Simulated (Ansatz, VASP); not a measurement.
**One calculation of Cu, two programs**

```xyz
2
Lattice="2.5305 0.0000 0.0000 -1.2653 2.1915 0.0000 0.0000 0.0000 4.1299" Properties=species:S:1:pos:R:3 pbc="T T T"
Cu    0.0000    1.4610    0.9725
Cu    1.2653    0.7305    3.1574
```

Change from the starting cell: mode 6 (259.0 1/cm) frozen in, largest displacement -0.060 Å.

Alike in both runs: task single point; functional r2SCAN; k mesh 30 × 30 × 14; occupations gaussian, width 0.15 eV; no spin polarisation.

|  | VASP | Ansatz |
| --- | --- | --- |
| version | VASP 6.6.1 | Ansatz 0.2.0 |
| potentials or method | VASP PAW PBE potentials, release 64 (Cu), cutoff 520 eV | scalar-relativistic, plane waves, PAW |
| valence electrons in the cell | 22 | 38 |

```tsv
	VASP	Ansatz	Ansatz less VASP
gap on the k mesh at the Fermi level (eV)	none	none	-
pressure (GPa)	2.4	1.6	-0.83
traceless stress, the component that is largest in VASP (GPa)	1.62	1.62	+0.004
rms of the force components (eV/Å)	0.566	0.556	-0.0106
```

VASP's potentials were made for PBE, not for r2SCAN. Atom by atom the forces differ by 0.011 eV/Å (rms over components). A gap of «none» marks a metal or a gap that the smearing closes. VASP's potentials hold 22 valence electrons a cell and Ansatz's 38, so a difference there can come from the potentials and not from the codes.
